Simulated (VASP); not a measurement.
# Ta in VASP: a series of runs

Runs on Ta. Level: PBE. Tasks: single point.

All numbers are computed with VASP 6.6.1; they aren't measurements. Logs are shortened: lines on timing, memory, paths and dates and some standing lists are left out, and cuts for length are marked.

### Step 1. The cell of the first run

The cell holds a slab with vacuum, 3 atoms: a = 2.874 Å, b = 2.874 Å, c = 18.694 Å, α = 90.00°, β = 90.00°, γ = 109.47°.

### Step 2. Single point, PBE

Contents of INCAR:

```
PREC = Accurate ; ENCUT = 520
EDIFF = 1E-6 ; ISMEAR = 0
SIGMA = 0.1 ; LREAL = False
LASPH = True ; NELM = 60
ALGO = Normal ; ISIF = 2
LWAVE = False ; LCHARG = True
LDIPOL = True ; IDIPOL = 3
DIPOL = 0.5 0.5 0.496 ; GGA = PE
LELF = True ; LVHAR = True
LVACPOTAV = True ; NBANDS = 24
```

Contents of KPOINTS:

```
regular mesh
0
Gamma
  11 11 1
```

Contents of POSCAR:

```
Ta
1.0
    2.8743098524      0.0000000000      0.0000000000
   -0.9581032841      2.7099253172      0.0000000000
    0.0000000000      0.0000000000     18.6937283341
Ta
3
Direct
    0.5000000000      0.5000000000      0.3744571374
    0.0000000000      0.0000000000      0.4955507136
    0.5000000000      0.5000000000      0.6166073186
```

Potentials or basis: VASP PAW PBE potentials, release 64 (Ta_pv).

Launch:

```sh
cat potpaw_PBE.64/Ta_pv/POTCAR > POTCAR
mpirun -np 1 vasp_std > vasp.out
```

OUTCAR:

```text
PREC = Accurate
   ENCUT = 520
   EDIFF = 1E-6
   ISMEAR = 0
   LREAL = False
   LASPH = True
   NELM = 60
   ISIF = 2
   GGA = PE

 ion  position               nearest neighbor table
   1  0.500  0.500  0.374-   2 2.81   2 2.81   2 3.26   2 3.26
   2  0.000  0.000  0.496-   3 2.81   3 2.81   1 2.81   1 2.81   3 3.26   3 3.26   1 3.26   1 3.26

   3  0.500  0.500  0.617-   2 2.81   2 2.81   2 3.26   2 3.26

  LATTYP: Found a base centered orthorhombic cell.
 ALAT       =     3.3189671341
 B/A-ratio  =     1.4142135623
 C/A-ratio  =     5.6323933256

  Lattice vectors:

 A1 = (   2.8743098524,   0.0000000000,   0.0000000000)
 A2 = (  -0.9581032841,   2.7099253172,   0.0000000000)
 A3 = (   0.0000000000,   0.0000000000,  18.6937283341)

Analysis of symmetry for initial positions (statically):
=====================================================================
 Subroutine PRICEL returns:
 Original cell was already a primitive cell.

 Routine SETGRP: Setting up the symmetry group for a
 base centered orthorhombic supercell.

 Subroutine GETGRP returns: Found  4 space group operations
 (whereof  4 operations were pure point group operations)
 out of a pool of  8 trial point group operations.

The static configuration has the point symmetry C_2v.

Analysis of symmetry for dynamics (positions and initial velocities):
=====================================================================
 Subroutine PRICEL returns:
 Original cell was already a primitive cell.

 Routine SETGRP: Setting up the symmetry group for a
 base centered orthorhombic supercell.

 Subroutine GETGRP returns: Found  4 space group operations
 (whereof  4 operations were pure point group operations)
 out of a pool of  8 trial point group operations.

The dynamic configuration has the point symmetry C_2v.

 Subroutine INISYM returns: Found  4 space group operations
 (whereof  4 operations are pure point group operations),
 and found     1 'primitive' translations

----------------------------------------------------------------------------------------

                                     Primitive cell

  volume of cell :     145.6085

  direct lattice vectors                    reciprocal lattice vectors
     2.874309852  0.000000000  0.000000000     0.347909603  0.123004620  0.000000000
    -0.958103284  2.709925317  0.000000000     0.000000000  0.369013859  0.000000000
     0.000000000  0.000000000 18.693728334     0.000000000  0.000000000  0.053493877

[... 84 lines left out ...]
   NELM   =     60;   NELMIN=  2; NELMDL= -5     # of ELM steps
   EDIFF  = 0.1E-05   stopping-criterion for ELM
   LREAL  =      F    real-space projection
   EDIFFG = 0.1E-04   stopping-criterion for IOM
   NSW    =      0    number of steps for IOM
   IBRION =     -1    ionic relax: 0-MD 1-quasi-New 2-CG
   NFREE  =      0    steps in history (QN), initial steepest desc. (CG)
   ISIF   =      2    stress and relaxation
   ISYM   =      2    0-nonsym 1-usesym 2-fastsym
   POTIM  = 0.5000    time-step for ionic-motion
   TEBEG  =    0.0;   TEEND  =   0.0 temperature during run
   PSTRESS=    0.0 pullay stress
   NELECT =      33.0000    total number of electrons
   NUPDOWN=      -1.0000    fix difference up-down
   EMIN   =  10.00;   EMAX   =-10.00  energy-range for DOS
   EFERMI =   0.00;   METHOD = LEGACY
   ISMEAR =     0;   SIGMA  =   0.10  broadening in eV -4-tet -1-fermi 0-gaus
   EFERMI_NEDOS =   21; number of points for ismear=-14 and -15
   IALGO  =     38    algorithm
   IMIX   =      4    mixing-type and parameters
     AMIX     =   0.40;   BMIX     =  1.00
     AMIX_MAG =   1.60;   BMIX_MAG =  1.00
  volume/ion in A,a.u.               =      48.54       327.54
  Fermi-wavevector in a.u.,A,eV,Ry     =   0.998123  1.886178 13.554785  0.996249
  Thomas-Fermi vector in A             =   2.130325
   LORBIT       =      0    0 simple, 1 ext, 2 COOP (PROOUT), +10 PAW based schemes
   GGA     = PE    functional components
   LHFCALC =     F    Hartree Fock is set to
   AEXX    =    0.0000 exact exchange contribution
   IVDW    =     0    specifies the selected vdW correction
   LEPSILON=     F    determine dielectric tensor
   LRPA    =     F    only Hartree local field effects (RPA)
 non-spin polarized calculation
 Gauss-broadening in eV      SIGMA  =   0.10
  energy-cutoff  :      520.00
  volume of cell :      145.61
 maximum number of plane-waves:      3958
 NGX is ok and might be reduce to    24
   NGX = 11   NGY = 11   NGZ = 69

 dipolmoment           0.000000      0.000000      0.000039 electrons x Angstroem

 number of electron      32.9999997 magnetization

 dipolmoment           0.000000      0.000000     -0.000023 electrons x Angstroem

 Free energy of the ion-electron system (eV)
  ---------------------------------------------------
  ext. energy  EPLUGINS =         0.00000000
  ---------------------------------------------------
  free energy    TOTEN  =       -33.13869003 eV

  energy without entropy =      -33.11817577  energy(sigma->0) =      -33.12843290

 E-fermi :  -0.7051     XC(G=0):  -5.8153

 val. band max:       -0.7116953638   @ k =   0.1818   0.0909   0.0000
 cond. band min:      -0.6990793288   @ k =   0.2727   0.1818   0.0000
 fundamental gap:      0.0126160350
 Fermi energy:        -0.7051027069

 k-point     1 :       0.0000    0.0000    0.0000
  band No.  band energies     occupation
      1     -35.2177      2.00000
      2     -34.9221      2.00000
      3     -34.4790      2.00000
      4     -34.4114      2.00000
      5     -34.2258      2.00000
      6     -34.2256      2.00000
[... 637 lines left out ...]
     23       1.4561      0.00000
     24       2.1065      0.00000

 [... further k-points ...]
[... 5 lines left out ...]
  --------------------------------------------------------------------------------------
  -------------------------------------------------------------------------------------
  Total       -3.2635935     -3.1850746      0.0043580      0.1110424      0.0000000      0.0000000
  in kB      -35.9103638    -35.0463959      0.0479522      1.2218351      0.0000000      0.0000000
  external PRESSURE =     -23.6362692 kB  Pullay stress =       0.0000000 kB

 VOLUME and BASIS-vectors are now :
 -----------------------------------------------------------------------------
  energy-cutoff  :      520.00
  volume of cell :      145.61
      direct lattice vectors                 reciprocal lattice vectors
     2.874309852  0.000000000  0.000000000     0.347909603  0.123004620  0.000000000
    -0.958103284  2.709925317  0.000000000     0.000000000  0.369013859  0.000000000
     0.000000000  0.000000000 18.693728334     0.000000000  0.000000000  0.053493877

 POSITION                                       TOTAL-FORCE (eV/Angst)
 -----------------------------------------------------------------------------------
      0.95810      1.35496      7.00000         0.000000      0.000000     -0.003445
      0.00000      0.00000      9.26369         0.000000      0.000000     -0.003145
      0.95810      1.35496     11.52669        -0.000000      0.000000      0.006590
 -----------------------------------------------------------------------------------
    total drift:                                0.000000      0.000000     -0.000164

  FREE ENERGIE OF THE ION-ELECTRON SYSTEM (eV)
  ---------------------------------------------------
  free  energy   TOTEN  =       -33.1386900273 eV

  energy  without entropy=      -33.1181757718  energy(sigma->0) =      -33.12843290

 vacuum level on the upper side and lower side of the slab         4.061         4.062
```

OSZICAR:

```text
N       E                     dE             d eps       ncg     rms          rms(c)
DAV:   1     0.245759380421E+03    0.24576E+03   -0.18255E+04  2112   0.118E+03
DAV:   2    -0.262432984970E+02   -0.27200E+03   -0.26245E+03  2056   0.327E+02
DAV:   3    -0.356974505967E+02   -0.94542E+01   -0.89463E+01  2304   0.546E+01
[... 16 lines left out ...]
DAV:  20    -0.331386690194E+02   -0.34926E-04   -0.14824E-06  1648   0.659E-03    0.128E-03
DAV:  21    -0.331386835547E+02   -0.14535E-04   -0.49192E-07  1488   0.293E-03    0.694E-04
DAV:  22    -0.331386886378E+02   -0.50830E-05   -0.19908E-07  1352   0.129E-03    0.381E-04
DAV:  23    -0.331386899007E+02   -0.12629E-05   -0.82580E-08  1296   0.125E-03    0.145E-04
DAV:  24    -0.331386900273E+02   -0.12660E-06   -0.10617E-08  1192   0.383E-04
   1 F= -.33138690E+02 E0= -.33128433E+02  d E =-.205143E-01
```

stdout:

```text
POSCAR found type information on POSCAR Ta
 POSCAR found :  1 types and       3 ions
 scaLAPACK will be used
 LDA part: xc-table for (Slater+PW92), standard interpolation
 POSCAR, INCAR and KPOINTS ok, starting setup
 FFT: planning ... GRIDC
 FFT: planning ... GRID_SOFT
 FFT: planning ... GRID
 WAVECAR not read
 entering main loop
 -----------------------------------------------------------------------------
|                                                                             |
|           W    W    AA    RRRRR   N    N  II  N    N   GGGG   !!!           |
|           W    W   A  A   R    R  NN   N  II  NN   N  G    G  !!!           |
|           W    W  A    A  R    R  N N  N  II  N N  N  G       !!!           |
|           W WW W  AAAAAA  RRRRR   N  N N  II  N  N N  G  GGG   !            |
|           WW  WW  A    A  R   R   N   NN  II  N   NN  G    G                |
|           W    W  A    A  R    R  N    N  II  N    N   GGGG   !!!           |
|                                                                             |
|     Did not find any points to average over, which means that no vacuum     |
|     field-free region was found. Please increase the size of  your cell     |
|     in the dimension of the dipole correction to obtain accurate            |
|     workfunction values.                                                    |
|                                                                             |
 -----------------------------------------------------------------------------
```

Wall time 2.9 min (1 thread of Intel Xeon Platinum 8259CL at 2.50GHz (Skylake/Cascade Lake), shared host); peak memory 0.3 GiB.

What came out:

```
Free energy   : -33.1387 eV
Largest force : 0.007 eV/Å
```

Forces in eV/Å, atoms in the order of the input:
```
Ta   0.000  0.000 -0.003
Ta   0.000  0.000 -0.003
Ta   0.000  0.000  0.007
```

Levels at points of the mesh, in eV from the Fermi level:
```csv
k point,band 12,band 13,band 14,band 15,band 16,band 17,band 18,band 19,band 20,band 21
"(0.00, 0.00, 0.00)",-4.58,-1.56,-0.77,-0.42,-0.30,0.29,0.58,1.00,1.20,3.15
```

Caveat: spin-orbit coupling is left out, which moves the levels of the heavy elements.

(Continued in part 2 of 2.)
